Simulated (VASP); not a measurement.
# O2 in VASP: single point with LDA

Aim: the single point of O2 with LDA.

Program: VASP 6.6.1. These are calculated values, not measurements. Logs are shortened: lines on timing, memory, paths and dates and some standing lists are left out, and cuts for length are marked.

**1. The cell of the first run**

The cell holds a molecule in a box, 2 atoms: a = 10.000 Å, b = 10.500 Å, c = 11.000 Å, α = 90.00°, β = 90.00°, γ = 90.00°.

**2. Single point, LDA, collinear spin, ferromagnetic start**

Input file INCAR:

```
PREC = Accurate
ENCUT = 910
EDIFF = 1E-6
ISMEAR = 0
SIGMA = 0.01
LREAL = False
LASPH = True
NELM = 200
ALGO = Normal
ISIF = 2
LWAVE = False
LCHARG = False
ISPIN = 2
MAGMOM = 1 1
LORBIT = 11
NBANDS = 17
GGA_COMPAT = False
NELMDL = -8
```

Input file KPOINTS:

```
Automatic mesh
0
Gamma
  1 1 1
```

Input file POSCAR:

```
O
1.0
   10.0000000000      0.0000000000      0.0000000000
    0.0000000000     10.5000000000      0.0000000000
    0.0000000000      0.0000000000     11.0000000000
O
2
Direct
    0.5000000000      0.5000000000      0.4454340500
    0.5000000000      0.5000000000      0.5545659500
```

Potentials or basis: VASP PAW LDA potentials, release 64 (O_h).

On the command line:

```bash
> cat potpaw_LDA.64/O_h/POTCAR > POTCAR
> mpirun -np 1 vasp_gam > vasp.out
```

OUTCAR:

```text
PREC = Accurate
   ENCUT = 910
   EDIFF = 1E-6
   ISMEAR = 0
   LREAL = False
   LASPH = True
   NELM = 200
   ISIF = 2
   ISPIN = 2
   LORBIT = 11
   NELMDL = -8

 ion  position               nearest neighbor table
   1  0.500  0.500  0.445-   2 1.20
   2  0.500  0.500  0.555-   1 1.20

  LATTYP: Found a simple orthorhombic cell.
 ALAT       =    10.0000000000
 B/A-ratio  =     1.0500000000
 C/A-ratio  =     1.1000000000

  Lattice vectors:

 A1 = (  10.0000000000,   0.0000000000,   0.0000000000)
 A2 = (   0.0000000000,  10.5000000000,   0.0000000000)
 A3 = (   0.0000000000,   0.0000000000,  11.0000000000)

Analysis of symmetry for initial positions (statically):
=====================================================================
 Subroutine PRICEL returns:
 Original cell was already a primitive cell.

 Routine SETGRP: Setting up the symmetry group for a
 simple orthorhombic supercell.

 Subroutine GETGRP returns: Found  8 space group operations
 (whereof  8 operations were pure point group operations)
 out of a pool of  8 trial point group operations.

The static configuration has the point symmetry D_2h.

Analysis of symmetry for dynamics (positions and initial velocities):
=====================================================================
 Subroutine PRICEL returns:
 Original cell was already a primitive cell.

 Routine SETGRP: Setting up the symmetry group for a
 simple orthorhombic supercell.

 Subroutine GETGRP returns: Found  8 space group operations
 (whereof  8 operations were pure point group operations)
 out of a pool of  8 trial point group operations.

The dynamic configuration has the point symmetry D_2h.

Analysis of structural, dynamic, and magnetic symmetry:
=====================================================================
 Subroutine PRICEL returns:
 Original cell was already a primitive cell.

 Routine SETGRP: Setting up the symmetry group for a
 simple orthorhombic supercell.

 Subroutine GETGRP returns: Found  8 space group operations
 (whereof  8 operations were pure point group operations)
 out of a pool of  8 trial point group operations.

The overall configuration has the point symmetry D_2h.

 Subroutine INISYM returns: Found  8 space group operations
 (whereof  8 operations are pure point group operations),
 and found     1 'primitive' translations

----------------------------------------------------------------------------------------

                                     Primitive cell

  volume of cell :    1155.0000

  direct lattice vectors                    reciprocal lattice vectors
    10.000000000  0.000000000  0.000000000     0.100000000  0.000000000  0.000000000
     0.000000000 10.500000000  0.000000000     0.000000000  0.095238095  0.000000000
     0.000000000  0.000000000 11.000000000     0.000000000  0.000000000  0.090909091

  length of vectors
    10.000000000 10.500000000 11.000000000     0.100000000  0.095238095  0.090909091

  position of ions in fractional coordinates (direct lattice)
     0.500000000  0.500000000  0.445434050
     0.500000000  0.500000000  0.554565950

  ion indices of the primitive-cell ions
   primitive index   ion index
                 1           1
                 2           2

----------------------------------------------------------------------------------------

 KPOINTS: Automatic mesh

Automatic generation of k-mesh.
 Grid dimensions read from file:
 generate k-points for:    1    1    1

 Generating k-lattice:

  Cartesian coordinates                     Fractional coordinates (reciprocal lattice)
     0.100000000  0.000000000  0.000000000     1.000000000  0.000000000  0.000000000
     0.000000000  0.095238095  0.000000000     0.000000000  1.000000000  0.000000000
     0.000000000  0.000000000  0.090909091     0.000000000  0.000000000  1.000000000

  Length of vectors
     0.100000000  0.095238095  0.090909091

  Shift w.r.t. Gamma in fractional coordinates (k-lattice)
     0.000000000  0.000000000  0.000000000

 Subroutine IBZKPT returns following result:
 ===========================================

 Found      1 irreducible k-points:

 Following reciprocal coordinates:
            Coordinates               Weight
  0.000000  0.000000  0.000000      1.000000
   k-points           NKPTS =      1   k-points in BZ     NKDIM =      1   number of bands    NBANDS=     17
   number of dos      NEDOS =    301   number of ions     NIONS =      2
   total plane-waves  NPLWV = ******
   dimension x,y,z NGX =    98 NGY =  108 NGZ =  108
   dimension x,y,z NGXF=   196 NGYF=  216 NGZF=  216
   ions per type =               2
   NGX,Y,Z   is equivalent  to a cutoff of  16.29, 17.10, 16.32 a.u.
   NGXF,Y,Z  is equivalent  to a cutoff of  32.58, 34.20, 32.64 a.u.
 SYSTEM =  unknown system
   PREC   = accura    normal or accurate (medium, high low for compatibility)
   ISTART =      0    job   : 0-new  1-cont  2-samecut
   ICHARG =      2    charge: 1-file 2-atom 10-const
   ISPIN  =      2    spin polarized calculation?
   LNONCOLLINEAR =      F non collinear calculations
   LSORBIT =      F    spin-orbit coupling
   LASPH  =      T    aspherical Exc in radial PAW
   ENCUT  =  910.0 eV  66.88 Ry    8.18 a.u.  24.60 25.83 27.06*2*pi/ulx,y,z
   NELM   =    200;   NELMIN=  2; NELMDL= -8     # of ELM steps
   EDIFF  = 0.1E-05   stopping-criterion for ELM
   LREAL  =      F    real-space projection
   EDIFFG = 0.1E-04   stopping-criterion for IOM
   NSW    =      0    number of steps for IOM
   IBRION =     -1    ionic relax: 0-MD 1-quasi-New 2-CG
   NFREE  =      0    steps in history (QN), initial steepest desc. (CG)
   ISIF   =      2    stress and relaxation
   ISYM   =      2    0-nonsym 1-usesym 2-fastsym
   POTIM  = 0.5000    time-step for ionic-motion
   TEBEG  =    0.0;   TEEND  =   0.0 temperature during run
   PSTRESS=    0.0 pullay stress
   NELECT =      12.0000    total number of electrons
   NUPDOWN=      -1.0000    fix difference up-down
   EMIN   =  10.00;   EMAX   =-10.00  energy-range for DOS
   EFERMI =   0.00;   METHOD = LEGACY
   ISMEAR =     0;   SIGMA  =   0.01  broadening in eV -4-tet -1-fermi 0-gaus
   EFERMI_NEDOS =   21; number of points for ismear=-14 and -15
   IALGO  =     38    algorithm
   IMIX   =      4    mixing-type and parameters
     AMIX     =   0.40;   BMIX     =  1.00
     AMIX_MAG =   1.60;   BMIX_MAG =  1.00
  volume/ion in A,a.u.               =     577.50      3897.16
  Fermi-wavevector in a.u.,A,eV,Ry     =   0.357225  0.675056  1.736231  0.127609
  Thomas-Fermi vector in A             =   1.274455
   LORBIT       =     11    0 simple, 1 ext, 2 COOP (PROOUT), +10 PAW based schemes
   GGA     = CA    functional components
   LHFCALC =     F    Hartree Fock is set to
   AEXX    =    0.0000 exact exchange contribution
   IVDW    =     0    specifies the selected vdW correction
   LEPSILON=     F    determine dielectric tensor
   LRPA    =     F    only Hartree local field effects (RPA)
 spin polarized calculation
 Gauss-broadening in eV      SIGMA  =   0.01
  energy-cutoff  :      910.00
  volume of cell :     1155.00
 maximum number of plane-waves:     36021
 NGX is ok and might be reduce to    98
   NGX = 49   NGY = 51   NGZ = 55

 number of electron      11.9999999 magnetization       1.9999999

 Free energy of the ion-electron system (eV)
  ---------------------------------------------------
  ext. energy  EPLUGINS =         0.00000000
  ---------------------------------------------------
  free energy    TOTEN  =       -10.66422091 eV

  energy without entropy =      -10.66422091  energy(sigma->0) =      -10.66422091

 E-fermi :  -6.6170     XC(G=0):  -0.4678

 val. band max:       -6.6867527290   @ k =   0.0000   0.0000   0.0000
 cond. band min:      -4.7180449645   @ k =   0.0000   0.0000   0.0000
 fundamental gap:      1.9687077646
 Fermi energy:        -6.6170424301

 spin component 1

 k-point     1 :       0.0000    0.0000    0.0000
  band No.  band energies     occupation
      1     -33.0077      1.00000
      2     -20.1112      1.00000
      3     -13.7077      1.00000
      4     -13.6425      1.00000
      5     -13.6425      1.00000
      6      -6.6868      1.00000
      7      -6.6868      1.00000
      8      -0.1952      0.00000
      9       0.8747      0.00000
     10       1.0227      0.00000
     11       1.1184      0.00000
     12       1.2348      0.00000
     13       1.3170      0.00000
     14       1.4546      0.00000
     15       2.1084      0.00000
     16       2.3716      0.00000
     17       2.4508      0.00000
 Fermi energy:        -6.6170424301

 spin component 2

 k-point     1 :       0.0000    0.0000    0.0000
  band No.  band energies     occupation
      1     -31.8021      1.00000
      2     -18.4861      1.00000
      3     -12.6144      1.00000
      4     -11.9986      1.00000
      5     -11.9986      1.00000
      6      -4.7180      0.00000
      7      -4.7180      0.00000
      8      -0.1536      0.00000
      9       0.9619      0.00000
     10       1.0654      0.00000
     11       1.1597      0.00000
     12       1.2803      0.00000
     13       1.3290      0.00000
     14       1.4659      0.00000
     15       2.2285      0.00000
     16       2.4098      0.00000
     17       2.4716      0.00000

------------------------ aborting loop because EDIFF is reached ----------------------------------------

  FORCE on cell =-STRESS in cart. coord.  units (eV):
  Direction    XX          YY          ZZ          XY          YZ          ZX
  --------------------------------------------------------------------------------------
  -------------------------------------------------------------------------------------
  Total       -0.1127820     -0.1161042      0.3773846     -0.0000000      0.0000000      0.0000000
  in kB       -0.1564474     -0.1610558      0.5234953     -0.0000000      0.0000000      0.0000000
  external PRESSURE =       0.0686640 kB  Pullay stress =       0.0000000 kB

 VOLUME and BASIS-vectors are now :
 -----------------------------------------------------------------------------
  energy-cutoff  :      910.00
  volume of cell :     1155.00
      direct lattice vectors                 reciprocal lattice vectors
    10.000000000  0.000000000  0.000000000     0.100000000  0.000000000  0.000000000
     0.000000000 10.500000000  0.000000000     0.000000000  0.095238095  0.000000000
     0.000000000  0.000000000 11.000000000     0.000000000  0.000000000  0.090909091

 POSITION                                       TOTAL-FORCE (eV/Angst)
 -----------------------------------------------------------------------------------
      5.00000      5.25000      4.89977         0.000000      0.000000     -0.396761
      5.00000      5.25000      6.10023         0.000000      0.000000      0.396761
 -----------------------------------------------------------------------------------
    total drift:                                0.000000      0.000000      0.000000

  FREE ENERGIE OF THE ION-ELECTRON SYSTEM (eV)
  ---------------------------------------------------
  free  energy   TOTEN  =       -10.6642209082 eV

  energy  without entropy=      -10.6642209082  energy(sigma->0) =      -10.66422091

 total charge

# of ion       s       p       d       tot
------------------------------------------
    1        1.076   2.234   0.000   3.311
    2        1.076   2.234   0.000   3.311
--------------------------------------------------
tot          2.152   4.469   0.000   6.621

 magnetization (x)

# of ion       s       p       d       tot
------------------------------------------
    1        0.013   0.607   0.000   0.620
    2        0.013   0.607   0.000   0.620
--------------------------------------------------
tot          0.026   1.214   0.000   1.240
```

Run time: 3.2 min. Hardware: 1 thread of AMD EPYC 7R13 (Zen 3), shared host; peak memory 1.3 GiB.

What came out:

| Quantity | Value |
| --- | --- |
| Free energy | -10.6642 eV |
| Largest force | 0.397 eV/Å |
| Gap between the frontier levels | 1.97 eV |
| Net moment | 2.00 μB per cell |
| Site moments | O +0.62 μB |
| Valence electrons inside the program's atomic spheres | O 3.31 |

Forces in eV/Å, atoms in the order of the input:
```
O    0.000  0.000 -0.397
O    0.000  0.000  0.397
```

Levels at points of the mesh, in eV from the valence-band top:
Spin up:
| k point | band 4 | band 5 | band 6 | band 7 | band 8 | band 9 | band 10 | band 11 |
| --- | --- | --- | --- | --- | --- | --- | --- | --- |
| (0.00, 0.00, 0.00) | -6.96 | -6.96 | 0.00 | 0.00 | 6.49 | 7.56 | 7.71 | 7.81 |
Spin down:
| k point | band 2 | band 3 | band 4 | band 5 | band 6 | band 7 | band 8 | band 9 |
| --- | --- | --- | --- | --- | --- | --- | --- | --- |
| (0.00, 0.00, 0.00) | -11.80 | -5.93 | -5.31 | -5.31 | 1.97 | 1.97 | 6.53 | 7.65 |

Caveat: the cutoff is under 1.25 times the usual one of these potentials, so pressure, stress and relaxed cells hold a basis-set (Pulay) error.
